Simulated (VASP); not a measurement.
# CoO in VASP: a series of runs

CoO is run at these levels: PBE, PBEsol; tasks: single point.

Program: VASP 6.6.1. These are calculated values, not measurements. Logs are shortened: lines on timing, memory, paths and dates and some standing lists are left out, and cuts for length are marked.

### Step 1. The cell of the first run

Symmetry: R-3m, No. 166, trigonal system. Conventional cell: a = 3.011 Å, b = 3.011 Å, c = 7.320 Å, α = 90.00°, β = 90.00°, γ = 120.00°. Co (site symmetry -3m) has 6 O at 2.12 Å within 2.8 Å. O (site symmetry -3m) has 6 Co at 2.12 Å within 2.8 Å.

### Step 2. Single point, PBE

INCAR reads:

```
SYSTEM = CoO
ALGO = Normal
EDIFF = 1E-7
ENCUT = 520
GGA = PE
ISIF = 2
ISMEAR = -1
LASPH = .TRUE.
LCHARG = .FALSE.
LREAL = .FALSE.
LWAVE = .FALSE.
NBANDS = 14
NELM = 60
PREC = Accurate
SIGMA = 0.05
```

KPOINTS reads:

```
k-points
0
G
  11 11 11
  0 0 0
```

POSCAR reads:

```
CoO
1.0
    1.5054695445      0.8691832468      2.4399269062
   -1.5054695445      0.8691832468      2.4399269062
    0.0000000000     -1.7383664936      2.4399269062
Co O
1 1
Direct
    0.0000000000      0.0000000000      0.0000000000
    0.5000000000      0.5000000000      0.5000000000
```

Potentials or basis: VASP PAW PBE potentials, release 64 (Co, O).

The run is started by

```sh
$ cat potpaw_PBE.64/Co/POTCAR potpaw_PBE.64/O/POTCAR > POTCAR
$ mpirun -np 1 vasp_std > vasp.out
```

OUTCAR:

```text
SYSTEM = CoO
   EDIFF = 1E-7
   ENCUT = 520
   GGA = PE
   ISIF = 2
   ISMEAR = -1
   LASPH = .TRUE.
   LREAL = .FALSE.
   NELM = 60
   PREC = Accurate

 ion  position               nearest neighbor table
   1  0.000  0.000  0.000-   2 2.12   2 2.12   2 2.12   2 2.12   2 2.12   2 2.12
   2  0.500  0.500  0.500-   1 2.12   1 2.12   1 2.12   1 2.12   1 2.12   1 2.12

  LATTYP: Found a trigonal (rhomboedric) cell.
 ALAT       =     2.9958573687
 COS(alpha) =     0.4949531368

  Lattice vectors:

 A1 = (   1.5054695445,   0.8691832468,   2.4399269062)
 A2 = (  -1.5054695445,   0.8691832468,   2.4399269062)
 A3 = (   0.0000000000,  -1.7383664936,   2.4399269062)

Analysis of symmetry for initial positions (statically):
=====================================================================
 Subroutine PRICEL returns:
 Original cell was already a primitive cell.

 Routine SETGRP: Setting up the symmetry group for a
 trigonal (rhombohedral) supercell.

 Subroutine GETGRP returns: Found 12 space group operations
 (whereof 12 operations were pure point group operations)
 out of a pool of 12 trial point group operations.

The static configuration has the point symmetry D_3d.

Analysis of symmetry for dynamics (positions and initial velocities):
=====================================================================
 Subroutine PRICEL returns:
 Original cell was already a primitive cell.

 Routine SETGRP: Setting up the symmetry group for a
 trigonal (rhombohedral) supercell.

 Subroutine GETGRP returns: Found 12 space group operations
 (whereof 12 operations were pure point group operations)
 out of a pool of 12 trial point group operations.

The dynamic configuration has the point symmetry D_3d.

 Subroutine INISYM returns: Found 12 space group operations
 (whereof 12 operations are pure point group operations),
 and found     1 'primitive' translations

----------------------------------------------------------------------------------------

                                     Primitive cell

  volume of cell :      19.1563

  direct lattice vectors                    reciprocal lattice vectors
     1.505469544  0.869183247  2.439926906     0.332122295  0.191750896  0.136616114
    -1.505469544  0.869183247  2.439926906    -0.332122295  0.191750896  0.136616114
     0.000000000 -1.738366494  2.439926906     0.000000000 -0.383501793  0.136616114

  length of vectors
     2.995857369  2.995857369  2.995857369     0.407108816  0.407108816  0.407108816

  position of ions in fractional coordinates (direct lattice)
     0.000000000  0.000000000  0.000000000
     0.500000000  0.500000000  0.500000000

  ion indices of the primitive-cell ions
   primitive index   ion index
                 1           1
                 2           2

----------------------------------------------------------------------------------------

 KPOINTS: k-points

Automatic generation of k-mesh.
 Grid dimensions read from file:
 generate k-points for:   11   11   11

 Generating k-lattice:

  Cartesian coordinates                     Fractional coordinates (reciprocal lattice)
     0.030192936  0.017431900  0.012419647     0.090909091  0.000000000  0.000000000
    -0.030192936  0.017431900  0.012419647     0.000000000  0.090909091  0.000000000
     0.000000000 -0.034863799  0.012419647     0.000000000  0.000000000  0.090909091

  Length of vectors
     0.037009892  0.037009892  0.037009892

  Shift w.r.t. Gamma in fractional coordinates (k-lattice)
     0.000000000  0.000000000  0.000000000

 Subroutine IBZKPT returns following result:
 ===========================================

 Found    146 irreducible k-points:

 Following reciprocal coordinates:
            Coordinates               Weight
  0.000000  0.000000  0.000000      1.000000
  0.090909  0.000000  0.000000      6.000000
  0.181818  0.000000  0.000000      6.000000
  0.272727 -0.000000  0.000000      6.000000
  0.363636 -0.000000 -0.000000      6.000000
  0.454545  0.000000 -0.000000      6.000000
[... 16 lines left out ...]
 -0.272727  0.181818  0.000000     12.000000
 -0.181818  0.181818  0.000000      6.000000
 [... further k-points ...]
   k-points           NKPTS =    146   k-points in BZ     NKDIM =    146   number of bands    NBANDS=     14
   number of dos      NEDOS =    301   number of ions     NIONS =      2
   total plane-waves  NPLWV =  13824
   dimension x,y,z NGX =    24 NGY =   24 NGZ =   24
   dimension x,y,z NGXF=    48 NGYF=   48 NGZF=   48
   ions per type =               1   1
   NGX,Y,Z   is equivalent  to a cutoff of  13.32, 13.32, 13.32 a.u.
   NGXF,Y,Z  is equivalent  to a cutoff of  26.64, 26.64, 26.64 a.u.
 SYSTEM =  CoO
   PREC   = accura    normal or accurate (medium, high low for compatibility)
   ISTART =      0    job   : 0-new  1-cont  2-samecut
   ICHARG =      2    charge: 1-file 2-atom 10-const
   ISPIN  =      1    spin polarized calculation?
   LNONCOLLINEAR =      F non collinear calculations
   LSORBIT =      F    spin-orbit coupling
   LASPH  =      T    aspherical Exc in radial PAW
   ENCUT  =  520.0 eV  38.22 Ry    6.18 a.u.   5.57  5.57  5.57*2*pi/ulx,y,z
   NELM   =     60;   NELMIN=  2; NELMDL= -5     # of ELM steps
   EDIFF  = 0.1E-06   stopping-criterion for ELM
   LREAL  =      F    real-space projection
   EDIFFG = 0.1E-05   stopping-criterion for IOM
   NSW    =      0    number of steps for IOM
   IBRION =     -1    ionic relax: 0-MD 1-quasi-New 2-CG
   NFREE  =      0    steps in history (QN), initial steepest desc. (CG)
   ISIF   =      2    stress and relaxation
   ISYM   =      2    0-nonsym 1-usesym 2-fastsym
   POTIM  = 0.5000    time-step for ionic-motion
   TEBEG  =    0.0;   TEEND  =   0.0 temperature during run
   PSTRESS=    0.0 pullay stress
   NELECT =      15.0000    total number of electrons
   NUPDOWN=      -1.0000    fix difference up-down
   EMIN   =  10.00;   EMAX   =-10.00  energy-range for DOS
   EFERMI =   0.00;   METHOD = LEGACY
   ISMEAR =    -1;   SIGMA  =   0.05  broadening in eV -4-tet -1-fermi 0-gaus
   EFERMI_NEDOS =   21; number of points for ismear=-14 and -15
   IALGO  =     38    algorithm
   IMIX   =      4    mixing-type and parameters
     AMIX     =   0.40;   BMIX     =  1.00
     AMIX_MAG =   1.60;   BMIX_MAG =  1.00
  volume/ion in A,a.u.               =       9.58        64.64
  Fermi-wavevector in a.u.,A,eV,Ry     =   1.508927  2.851458 30.978555  2.276860
  Thomas-Fermi vector in A             =   2.619316
   LORBIT       =      0    0 simple, 1 ext, 2 COOP (PROOUT), +10 PAW based schemes
   GGA     = PE    functional components
   LHFCALC =     F    Hartree Fock is set to
   AEXX    =    0.0000 exact exchange contribution
   IVDW    =     0    specifies the selected vdW correction
   LEPSILON=     F    determine dielectric tensor
   LRPA    =     F    only Hartree local field effects (RPA)
 non-spin polarized calculation
  energy-cutoff  :      520.00
  volume of cell :       19.16
 maximum number of plane-waves:       532
   NGX = 11   NGY = 11   NGZ = 11

 number of electron      15.0000006 magnetization

 Free energy of the ion-electron system (eV)
  ---------------------------------------------------
  ext. energy  EPLUGINS =         0.00000000
  ---------------------------------------------------
  free energy    TOTEN  =       -12.60613258 eV

  energy without entropy =      -12.57461877  energy(sigma->0) =      -12.59037567

 E-fermi :   7.8364     XC(G=0): -12.4699

 val. band max:        7.8332454452   @ k =  -0.2727   0.3636   0.0909
 cond. band min:       7.8392927865   @ k =  -0.3636   0.3636   0.2727
 fundamental gap:      0.0060473414
 Fermi energy:         7.8364071143

 k-point     1 :       0.0000    0.0000    0.0000
  band No.  band energies     occupation
      1     -12.5473      2.00000
      2       4.4833      2.00000
      3       4.4833      2.00000
      4       4.5301      2.00000
      5       6.4351      2.00000
      6       6.4351      2.00000
      7       6.4713      2.00000
      8       6.8240      2.00000
      9       6.8240      2.00000
     10       9.2139      0.00000
     11      24.9316      0.00000
     12      26.5073      0.00000
     13      26.5073      0.00000
     14      26.7098      0.00000

 k-point     2 :       0.0909    0.0000    0.0000
  band No.  band energies     occupation
      1     -12.4648      2.00000
      2       3.8750      2.00000
      3       4.1892      2.00000
      4       4.2307      2.00000
      5       6.5202      2.00000
      6       6.5452      2.00000
      7       6.5785      2.00000
      8       7.1375      2.00000
      9       7.1401      2.00000
     10       9.7459      0.00000
     11      23.4788      0.00000
     12      26.2271      0.00000
     13      26.3958      0.00000
     14      27.1891      0.00000

 k-point     3 :       0.1818    0.0000    0.0000
  band No.  band energies     occupation
      1     -12.2352      2.00000
      2       2.6646      2.00000
      3       3.6199      2.00000
      4       3.6616      2.00000
      5       6.7045      2.00000
      6       6.7313      2.00000
      7       6.7947      2.00000
      8       7.8104      1.25438
      9       7.8113      1.24590
     10      10.8982      0.00000
     11      21.3516      0.00000
     12      25.1641      0.00000
     13      25.3006      0.00000
     14      27.6873      0.00000
[... 324 lines left out ...]
 k-point    23 :      -0.2727    0.1818    0.0000
  band No.  band energies     occupation
      1     -11.5648      2.00000
      2       0.8284      2.00000
      3       2.6090      2.00000
      4       2.6564      2.00000
      5       7.0363      2.00000
      6       7.2025      1.99999
      7       7.4398      1.99928
      8       7.8904      0.50703
      9       9.3350      0.00000
     10      13.8975      0.00000
     11      18.6226      0.00000
     12      20.0781      0.00000
     13      23.3730      0.00000
     14      28.9531      0.00000

 k-point    24 :      -0.1818    0.1818    0.0000
  band No.  band energies     occupation
      1     -11.8320      2.00000
      2       1.4068      2.00000
      3       2.9125      2.00000
      4       3.1004      2.00000
      5       6.8438      2.00000
      6       7.1601      2.00000
      7       7.2009      1.99999
      8       7.5594      1.99219
      9       9.0217      0.00000
     10      12.7858      0.00000
     11      19.8818      0.00000
     12      21.0778      0.00000
     13      24.3937      0.00000
     14      27.8942      0.00000

 [... further k-points ...]

------------------------ aborting loop because EDIFF is reached ----------------------------------------

  FORCE on cell =-STRESS in cart. coord.  units (eV):
  Direction    XX          YY          ZZ          XY          YZ          ZX
  --------------------------------------------------------------------------------------
  -------------------------------------------------------------------------------------
  Total       -2.1985640     -2.1985640     -2.1246787      0.0000000      0.0000000      0.0000000
  in kB     -183.8816153   -183.8816153   -177.7020600      0.0000000      0.0000000      0.0000000
  external PRESSURE =    -181.8217635 kB  Pullay stress =       0.0000000 kB

 VOLUME and BASIS-vectors are now :
 -----------------------------------------------------------------------------
  energy-cutoff  :      520.00
  volume of cell :       19.16
      direct lattice vectors                 reciprocal lattice vectors
     1.505469544  0.869183247  2.439926906     0.332122295  0.191750896  0.136616114
    -1.505469544  0.869183247  2.439926906    -0.332122295  0.191750896  0.136616114
     0.000000000 -1.738366494  2.439926906     0.000000000 -0.383501793  0.136616114

 POSITION                                       TOTAL-FORCE (eV/Angst)
 -----------------------------------------------------------------------------------
      0.00000      0.00000      0.00000        -0.000000     -0.000000     -0.000000
      0.00000      0.00000      3.65989         0.000000      0.000000      0.000000
 -----------------------------------------------------------------------------------
    total drift:                               -0.000000      0.000000     -0.000000

  FREE ENERGIE OF THE ION-ELECTRON SYSTEM (eV)
  ---------------------------------------------------
  free  energy   TOTEN  =       -12.6061325813 eV

  energy  without entropy=      -12.5746187676  energy(sigma->0) =      -12.59037567
```

It took 41 s on 1 thread of AMD EPYC 7R13 (Zen 3), shared host; peak memory 0.14 GiB.

Results:

```
Free energy            : -12.6061 eV
Pressure               : -18.2 GPa
Band gap on the k mesh : zero (an odd number of electrons rules out a gap without spin polarisation)
```

Caveat: the cell stands under tension; an odd number of electrons without spin polarisation forces a metal; a magnetic or distorted state may lie lower; the run has no spin polarisation, though such a crystal can be magnetic; semilocal functionals often make such compounds metallic where correlation or magnetic order opens a gap, which also shifts bond lengths. Spin polarisation is off, so any magnetic state and its effect on volume and gap are missing.

[end of part 1 of 2]
